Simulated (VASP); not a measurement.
Crystal: GaAs.

```xyz
2
Lattice="0.0000 2.8268 2.8268 2.8268 0.0000 2.8268 2.8268 2.8268 0.0000" Properties=species:S:1:pos:R:3 pbc="T T T"
Ga    0.0000    0.0000    0.0000
As    1.4134    1.4134    1.4134
```

Base run:

```yaml
Program: VASP 6.6.1
Functional: HSE06
Potentials_or_basis: VASP PAW PBE potentials, release 64 (Ga_d, As)
Cutoff: 400 eV
k_mesh: 5 × 5 × 5
Occupations: fermi-dirac, width 0.02 eV
Spin: no spin polarisation
```

Its results: band gap on the k mesh 1.43 eV; pressure 0.8 GPa.

Problem. The run is repeated on the same cell with these changes: functional from HSE06 to PBEsol. What comes out?

Solution. Band gap on the k mesh 0.45 eV; pressure 0.2 GPa.

Caveats: the PAW data sets were made with another functional, which shifts forces and pressure a little; an odd mesh through Γ misses points on the zone boundary, where band edges can lie (at least some runs).
